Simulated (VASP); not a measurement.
Runs of VASP 6.6.1 on BAs. The structure is that of space group I-4m2 (No. 119), or close to it. The cells are those of the table. 

| level | cell | gap on the mesh (eV) | pressure (GPa) |
| --- | --- | --- | --- |
| PBE | a = 3.463, b = 3.463, c = 3.294 Å, angles 61.6, 61.6, 56.8°, 2 atoms | 0.49 | 0.6 |
| PBE | a = 3.305, b = 3.305, c = 3.817 Å, angles 54.7, 54.7, 70.5°, 2 atoms | none | (c) |
| PBE+D3(BJ) | a = 3.331, b = 3.331, c = 3.590 Å, angles 57.4, 57.4, 65.2°, 2 atoms | none | (b) |
| PBE | a = 3.311, b = 3.311, c = 3.925 Å, angles 53.6, 53.6, 72.7°, 2 atoms | none | -4.6 |
| PBE | a = 3.534, b = 3.534, c = 3.200 Å, angles 63.1, 63.1, 53.8°, 2 atoms | none | 0.8 |
| PBE | a = 3.710, b = 3.710, c = 3.030 Å, angles 65.9, 65.9, 48.2°, 2 atoms | none | 2.2 |
| PBE | a = 3.787, b = 3.787, c = 2.970 Å, angles 66.9, 66.9, 46.2°, 2 atoms | none | 2.2 |
| PBE | a = 3.379, b = 3.379, c = 3.447 Å, angles 59.3, 59.3, 61.3°, 2 atoms | 0.61 | 0.6 |
| PBE | a = 3.313, b = 3.313, c = 3.694 Å, angles 56.1, 56.1, 67.8°, 2 atoms | none | -1.0 |
| PBE | a = 3.331, b = 3.331, c = 3.590 Å, angles 57.4, 57.4, 65.2°, 2 atoms | none | 0.1 |
| PBE | a = 3.359, b = 3.359, c = 3.496 Å, angles 58.6, 58.6, 62.7°, 2 atoms | (a) | 0.6 |
| PBE | a = 3.613, b = 3.613, c = 3.116 Å, angles 64.5, 64.5, 51.1°, 2 atoms | none | 1.4 |

Alike in all rows: task single point; potentials or basis VASP PAW PBE potentials, release 64 (B, As); no spin polarisation; k mesh 12 × 12 × 12; cutoff (eV) 520; smearing gaussian 0.05 eV.

Fill in the values left out.

(a) 0.02; (b) -3.6; (c) -2.7.

Caveats: three body term missing (some runs); pairwise dispersion overbinds metals, which lowers pressure and volume (some runs).

A k mesh can miss the band edges, and the runs leave out spin-orbit coupling on As.

A gap of «none» marks levels without a gap at the run's occupations.
